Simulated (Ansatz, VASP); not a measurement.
**BaAg2As2: VASP beside Ansatz**

```
CELL_PARAMETERS angstrom
-2.29142 2.29142 5.89942
2.29142 -2.29142 5.89942
2.29142 2.29142 -5.89942
ATOMIC_POSITIONS crystal
Ba 0.00000 0.00000 0.00000
Ag 0.75000 0.25000 0.50000
Ag 0.25000 0.75000 0.50000
As 0.34783 0.34783 0.00000
As 0.65217 0.65217 0.00000
```

Alike in both runs: task single point; functional PBE; k mesh 12 × 12 × 12; occupations gaussian, width 0.1 eV; no spin polarisation.

|  | VASP | Ansatz |
| --- | --- | --- |
| version | VASP 6.6.1 | Ansatz 0.2.0 |
| potentials or method | VASP PAW PBE potentials, release 64 (Ba_sv, Ag, As), cutoff 520 eV | scalar-relativistic, plane waves, PAW |
| valence electrons in the cell | 42 | 78 |

|  | VASP | Ansatz | Ansatz less VASP |
| --- | --- | --- | --- |
| gap on the k mesh at the Fermi level (eV) | none | none | - |
| pressure (GPa) | 3.7 | 3.4 | -0.26 |
| traceless stress, the component that is largest in VASP (GPa) | -1.29 | -1.26 | +0.025 |
| rms of the force components (eV/Å) | 0.678 | 0.679 | +0.0007 |

Atom by atom the forces differ by 0.001 eV/Å (rms over components). A gap of «none» marks a metal or a gap that the smearing closes. VASP's potentials hold 42 valence electrons a cell and Ansatz's 78, so a difference there can come from the potentials and not from the codes.

Spin-orbit coupling is off throughout.
